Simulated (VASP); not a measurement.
# Si2W3 (P4/mbm) in VASP: single point with PBE

Aim: the single point of Si2W3 with PBE.

All numbers are computed with VASP 6.6.1; they aren't measurements. Logs are shortened: lines on timing, memory, paths and dates and some standing lists are left out, and cuts for length are marked.

## (1) The cell of the first run

Symmetry: P4/mbm, No. 127, tetragonal system. The conventional cell has a = 6.696 Å, b = 6.696 Å, c = 3.312 Å, α = 90.00°, β = 90.00°, γ = 90.00°. Within 3.4 Å of Si (site symmetry m2m) lie 3 Si at 2.54 to 3.31 Å and 8 W at 2.56 to 2.61 Å. W (site symmetry 4/m) has 4 Si at 2.61 Å and 10 W at 3.01 to 3.31 Å within 3.4 Å. W (site symmetry m2m) has 6 Si at 2.56 to 2.58 Å and 7 W at 3.01 to 3.31 Å within 3.4 Å.

## (2) Single point, PBE (strain +0.0100 x Voigt [1, 1, 0, 0, 0, 0])

INCAR

```
SYSTEM = Si2W3
  PREC = Accurate
  ENCUT = 520
  EDIFF = 1E-6
  ISMEAR = 0
  SIGMA = 0.15
  LREAL = .FALSE.
  LASPH = .TRUE.
  NELM = 60
  ALGO = Fast
  ISIF = 2
  LWAVE = .FALSE.
  LCHARG = .TRUE.
  GGA = PE
  LELF = .TRUE.
  LVHAR = .TRUE.
  NBANDS = 61
```

KPOINTS

```
Automatic mesh
0
G
  6 6 12
  0 0 0
```

POSCAR

```
Si2W3
1.0
    6.6963346397      0.0000000000      0.0000000000
    0.0000000000      6.6963346397      0.0000000000
    0.0000000000      0.0000000000      3.3123213826
Si W
4 6
Direct
    0.1342329886      0.6342329886      0.0000000000
    0.8657670114      0.3657670114      0.0000000000
    0.6342329886      0.8657670114      0.0000000000
    0.3657670114      0.1342329886      0.0000000000
    0.5000000000      0.5000000000      0.0000000000
    0.0000000000      0.0000000000      0.0000000000
    0.6595119696      0.1595119696      0.5000000000
    0.3404880304      0.8404880304      0.5000000000
    0.1595119696      0.3404880304      0.5000000000
    0.8404880304      0.6595119696      0.5000000000
```

Potentials or basis: VASP PAW PBE potentials, release 64 (Si, W_sv).

The run is started by

```console
$ cat potpaw_PBE.64/Si/POTCAR potpaw_PBE.64/W_sv/POTCAR > POTCAR
$ mpirun -np 1 vasp_std > vasp.out
```

OUTCAR:

```text
SYSTEM = Si2W3
   PREC = Accurate
   ENCUT = 520
   EDIFF = 1E-6
   ISMEAR = 0
   LREAL = .FALSE.
   LASPH = .TRUE.
   NELM = 60
   ISIF = 2
   GGA = PE

 ion  position               nearest neighbor table
   1  0.134  0.634  0.000-   2 2.54   8 2.56   8 2.56  10 2.58   9 2.58   9 2.58  10 2.58   5 2.61
                             6 2.61
   2  0.866  0.366  0.000-   1 2.54   7 2.56   7 2.56  10 2.58   9 2.58   9 2.58  10 2.58   5 2.61
                             6 2.61
   3  0.634  0.866  0.000-   4 2.54  10 2.56  10 2.56   7 2.58   7 2.58   8 2.58   8 2.58   5 2.61
                             6 2.61
   4  0.366  0.134  0.000-   3 2.54   9 2.56   9 2.56   7 2.58   7 2.58   8 2.58   8 2.58   5 2.61
                             6 2.61
   5  0.500  0.500  0.000-   1 2.61   2 2.61   3 2.61   4 2.61   7 3.01   8 3.01   9 3.01  10 3.01
                             7 3.01   8 3.01   9 3.01  10 3.01
   6  0.000  0.000  0.000-   1 2.61   2 2.61   3 2.61   4 2.61   7 3.01   8 3.01   9 3.01  10 3.01
                             7 3.01   8 3.01   9 3.01  10 3.01
   7  0.660  0.160  0.500-   2 2.56   2 2.56   4 2.58   3 2.58   3 2.58   4 2.58   6 3.01   5 3.01
                             5 3.01   6 3.01   8 3.02
   8  0.340  0.840  0.500-   1 2.56   1 2.56   4 2.58   3 2.58   3 2.58   4 2.58   6 3.01   5 3.01
                             5 3.01   6 3.01   7 3.02
   9  0.160  0.340  0.500-   4 2.56   4 2.56   1 2.58   1 2.58   2 2.58   2 2.58   6 3.01   5 3.01
                             5 3.01   6 3.01  10 3.02
  10  0.840  0.660  0.500-   3 2.56   3 2.56   1 2.58   1 2.58   2 2.58   2 2.58   6 3.01   5 3.01
                             5 3.01   6 3.01   9 3.02

  LATTYP: Found a simple tetragonal cell.
 ALAT       =     6.6963346397
 C/A-ratio  =     0.4946469316

  Lattice vectors:

 A1 = (   6.6963346397,   0.0000000000,   0.0000000000)
 A2 = (   0.0000000000,   6.6963346397,   0.0000000000)
 A3 = (   0.0000000000,   0.0000000000,   3.3123213826)

Analysis of symmetry for initial positions (statically):
=====================================================================
 Subroutine PRICEL returns:
 Original cell was already a primitive cell.

 Routine SETGRP: Setting up the symmetry group for a
 simple tetragonal supercell.

 Subroutine GETGRP returns: Found 16 space group operations
 (whereof  8 operations were pure point group operations)
 out of a pool of 16 trial point group operations.

The static configuration has the point symmetry C_4h.
 The point group associated with its full space group is D_4h.

Analysis of symmetry for dynamics (positions and initial velocities):
=====================================================================
 Subroutine PRICEL returns:
 Original cell was already a primitive cell.

 Routine SETGRP: Setting up the symmetry group for a
 simple tetragonal supercell.

 Subroutine GETGRP returns: Found 16 space group operations
 (whereof  8 operations were pure point group operations)
 out of a pool of 16 trial point group operations.

The dynamic configuration has the point symmetry C_4h.
 The point group associated with its full space group is D_4h.

 Subroutine INISYM returns: Found 16 space group operations
 (whereof  8 operations are pure point group operations),
 and found     1 'primitive' translations

----------------------------------------------------------------------------------------

                                     Primitive cell

  volume of cell :     148.5275

  direct lattice vectors                    reciprocal lattice vectors
     6.696334640  0.000000000  0.000000000     0.149335428  0.000000000  0.000000000
     0.000000000  6.696334640  0.000000000     0.000000000  0.149335428  0.000000000
     0.000000000  0.000000000  3.312321383     0.000000000  0.000000000  0.301903072

  length of vectors
     6.696334640  6.696334640  3.312321383     0.149335428  0.149335428  0.301903072

  position of ions in fractional coordinates (direct lattice)
     0.134232989  0.634232989  0.000000000
     0.865767011  0.365767011  0.000000000
     0.634232989  0.865767011  0.000000000
     0.365767011  0.134232989  0.000000000
     0.500000000  0.500000000  0.000000000
     0.000000000  0.000000000  0.000000000
     0.659511970  0.159511970  0.500000000
     0.340488030  0.840488030  0.500000000
     0.159511970  0.340488030  0.500000000
     0.840488030  0.659511970  0.500000000

  ion indices of the primitive-cell ions
   primitive index   ion index
                 1           1
                 2           2
                 3           3
                 4           4
                 5           5
                 6           6
                 7           7
                 8           8
                 9           9
                10          10

----------------------------------------------------------------------------------------

 KPOINTS: Automatic mesh

Automatic generation of k-mesh.
 Grid dimensions read from file:
 generate k-points for:    6    6   12

 Generating k-lattice:

  Cartesian coordinates                     Fractional coordinates (reciprocal lattice)
     0.024889238  0.000000000  0.000000000     0.166666667  0.000000000  0.000000000
     0.000000000  0.024889238  0.000000000     0.000000000  0.166666667  0.000000000
     0.000000000  0.000000000  0.025158589     0.000000000  0.000000000  0.083333333

  Length of vectors
     0.024889238  0.024889238  0.025158589

  Shift w.r.t. Gamma in fractional coordinates (k-lattice)
     0.000000000  0.000000000  0.000000000

 Subroutine IBZKPT returns following result:
 ===========================================

 Found     70 irreducible k-points:

 Following reciprocal coordinates:
            Coordinates               Weight
  0.000000  0.000000  0.000000      1.000000
  0.166667  0.000000  0.000000      4.000000
  0.333333  0.000000  0.000000      4.000000
  0.500000  0.000000  0.000000      2.000000
  0.166667  0.166667  0.000000      4.000000
  0.333333  0.166667  0.000000      8.000000
[... 16 lines left out ...]
  0.333333  0.000000  0.166667      8.000000
  0.500000  0.000000  0.166667      4.000000
 [... further k-points ...]
   k-points           NKPTS =     70   k-points in BZ     NKDIM =     70   number of bands    NBANDS=     61
   number of dos      NEDOS =    301   number of ions     NIONS =     10
   total plane-waves  NPLWV =  70000
   dimension x,y,z NGX =    50 NGY =   50 NGZ =   28
   dimension x,y,z NGXF=   100 NGYF=  100 NGZF=   56
   ions per type =               4   6
   NGX,Y,Z   is equivalent  to a cutoff of  12.41, 12.41, 14.05 a.u.
   NGXF,Y,Z  is equivalent  to a cutoff of  24.83, 24.83, 28.11 a.u.
 SYSTEM =  Si2W3
   PREC   = accura    normal or accurate (medium, high low for compatibility)
   ISTART =      0    job   : 0-new  1-cont  2-samecut
   ICHARG =      2    charge: 1-file 2-atom 10-const
   ISPIN  =      1    spin polarized calculation?
   LNONCOLLINEAR =      F non collinear calculations
   LSORBIT =      F    spin-orbit coupling
   LASPH  =      T    aspherical Exc in radial PAW
   ENCUT  =  520.0 eV  38.22 Ry    6.18 a.u.  12.45 12.45  6.16*2*pi/ulx,y,z
   NELM   =     60;   NELMIN=  2; NELMDL= -5     # of ELM steps
   EDIFF  = 0.1E-05   stopping-criterion for ELM
   LREAL  =      F    real-space projection
   EDIFFG = 0.1E-04   stopping-criterion for IOM
   NSW    =      0    number of steps for IOM
   IBRION =     -1    ionic relax: 0-MD 1-quasi-New 2-CG
   NFREE  =      0    steps in history (QN), initial steepest desc. (CG)
   ISIF   =      2    stress and relaxation
   ISYM   =      2    0-nonsym 1-usesym 2-fastsym
   POTIM  = 0.5000    time-step for ionic-motion
   TEBEG  =    0.0;   TEEND  =   0.0 temperature during run
   PSTRESS=    0.0 pullay stress
   NELECT =     100.0000    total number of electrons
   NUPDOWN=      -1.0000    fix difference up-down
   EMIN   =  10.00;   EMAX   =-10.00  energy-range for DOS
   EFERMI =   0.00;   METHOD = LEGACY
   ISMEAR =     0;   SIGMA  =   0.15  broadening in eV -4-tet -1-fermi 0-gaus
   EFERMI_NEDOS =   21; number of points for ismear=-14 and -15
   IALGO  =     68    algorithm
   IMIX   =      4    mixing-type and parameters
     AMIX     =   0.40;   BMIX     =  1.00
     AMIX_MAG =   1.60;   BMIX_MAG =  1.00
  volume/ion in A,a.u.               =      14.85       100.23
  Fermi-wavevector in a.u.,A,eV,Ry     =   1.434848  2.711470 28.011524  2.058789
  Thomas-Fermi vector in A             =   2.554211
   LORBIT       =      0    0 simple, 1 ext, 2 COOP (PROOUT), +10 PAW based schemes
   GGA     = PE    functional components
   LHFCALC =     F    Hartree Fock is set to
   AEXX    =    0.0000 exact exchange contribution
   IVDW    =     0    specifies the selected vdW correction
   LEPSILON=     F    determine dielectric tensor
   LRPA    =     F    only Hartree local field effects (RPA)
 non-spin polarized calculation
 RMM-DIIS sequential band-by-band and
 Gauss-broadening in eV      SIGMA  =   0.15
  energy-cutoff  :      520.00
  volume of cell :      148.53
 maximum number of plane-waves:      4038
 NGX is ok and might be reduce to    50
   NGX = 25   NGY = 25   NGZ = 13

 number of electron     100.0000000 magnetization

 number of electron      99.9999976 magnetization

 Free energy of the ion-electron system (eV)
  ---------------------------------------------------
  ext. energy  EPLUGINS =         0.00000000
  ---------------------------------------------------
  free energy    TOTEN  =       -99.25075495 eV

  energy without entropy =      -99.18267275  energy(sigma->0) =      -99.21671385

 E-fermi :  11.4376     XC(G=0): -12.8433

 val. band max:       11.4332012824   @ k =   0.1667   0.1667   0.1667
 cond. band min:      11.4469150016   @ k =   0.3333   0.3333   0.0000
 fundamental gap:      0.0137137193
 Fermi energy:        11.4376362651

 k-point     1 :       0.0000    0.0000    0.0000
  band No.  band energies     occupation
      1     -62.9466      2.00000
      2     -62.9410      2.00000
      3     -62.9339      2.00000
      4     -62.9339      2.00000
      5     -62.7005      2.00000
      6     -62.6980      2.00000
[... 1525 lines left out ...]
     60      13.5687      0.00000
     61      14.1058      0.00000

 [... further k-points ...]
[... 5 lines left out ...]
  --------------------------------------------------------------------------------------
  -------------------------------------------------------------------------------------
  Total       -4.9216211     -4.9216211     -3.4836096      0.0000000     -0.0000000      0.0000000
  in kB      -53.0899101    -53.0899101    -37.5779678      0.0000000     -0.0000000      0.0000000
  external PRESSURE =     -47.9192626 kB  Pullay stress =       0.0000000 kB

 VOLUME and BASIS-vectors are now :
 -----------------------------------------------------------------------------
  energy-cutoff  :      520.00
  volume of cell :      148.53
      direct lattice vectors                 reciprocal lattice vectors
     6.696334640  0.000000000  0.000000000     0.149335428  0.000000000  0.000000000
     0.000000000  6.696334640  0.000000000     0.000000000  0.149335428  0.000000000
     0.000000000  0.000000000  3.312321383     0.000000000  0.000000000  0.301903072

 POSITION                                       TOTAL-FORCE (eV/Angst)
 -----------------------------------------------------------------------------------
      0.89887      4.24704      0.00000         0.014783      0.014783     -0.000000
      5.79747      2.44930      0.00000        -0.014783     -0.014783     -0.000000
      4.24704      5.79747      0.00000         0.014783     -0.014783      0.000000
      2.44930      0.89887      0.00000        -0.014783      0.014783     -0.000000
      3.34817      3.34817      0.00000        -0.000000      0.000000     -0.000000
      0.00000      0.00000      0.00000        -0.000000      0.000000     -0.000000
      4.41631      1.06815      1.65616        -0.061020     -0.061020      0.000000
      2.28002      5.62819      1.65616         0.061020      0.061020     -0.000000
      1.06815      2.28002      1.65616        -0.061020      0.061020      0.000000
      5.62819      4.41631      1.65616         0.061020     -0.061020     -0.000000
 -----------------------------------------------------------------------------------
    total drift:                                0.000000      0.000000      0.000000

  FREE ENERGIE OF THE ION-ELECTRON SYSTEM (eV)
  ---------------------------------------------------
  free  energy   TOTEN  =       -99.2507549493 eV

  energy  without entropy=      -99.1826727537  energy(sigma->0) =      -99.21671385
```

Wall time 11 min (1 thread of Intel Xeon Platinum 8488C (Sapphire Rapids), shared host); peak memory 0.55 GiB.

What came out:

```yaml
Free_energy: -99.2508 eV
Pressure: -4.8 GPa
Largest_force: 0.086 eV/Å
Band_gap_on_the_k_mesh: zero (band 50 reaches 12.37 eV, above the bottom of band 51 at 10.77 eV)
```

Forces in eV/Å, atoms in the order of the input:
```
Si   0.015  0.015  0.000
Si  -0.015 -0.015  0.000
Si   0.015 -0.015  0.000
Si  -0.015  0.015  0.000
W    0.000  0.000  0.000
W    0.000  0.000  0.000
W   -0.061 -0.061  0.000
W    0.061  0.061  0.000
W   -0.061  0.061  0.000
W    0.061 -0.061  0.000
```

Stress tensor (GPa, compression positive):
```
-5.31  0.00  0.00
 0.00 -5.31  0.00
 0.00  0.00 -3.76
```

Caveat: the cell differs from its parent crystal (strain +0.0100 x Voigt [1, 1, 0, 0, 0, 0]); spin-orbit coupling is left out, which moves the levels of the heavy elements.
